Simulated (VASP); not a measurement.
As:

```
As
1.0
     2.71004   -0.01738   -0.01186
    -0.01738    2.72970    0.03326
    -0.01186    0.03326    2.67219
As
1
Direct
  0.48435 0.50553 0.49638
```

Base run:

```yaml
Program: VASP 6.6.1
Functional: PBE
Potentials_or_basis: VASP PAW PBE potentials, release 64 (As)
Cutoff: 520 eV
k_mesh: 11 × 11 × 11
Occupations: methfessel-paxton, width 0.05 eV
Spin: no spin polarisation
```

Its results: band gap on the k mesh zero (an odd number of electrons rules out a gap without spin polarisation); pressure 3.2 GPa.

Q: The run is repeated on the same cell with these changes: k mesh from 11 × 11 × 11 to 7 × 7 × 7. What comes out?

A: Band gap on the k mesh zero (an odd number of electrons rules out a gap without spin polarisation); pressure 2.8 GPa.

Caveats: the cell stands under pressure (at least some runs); the stress differs along the axes, from -0 to 7 GPa (at least some runs).
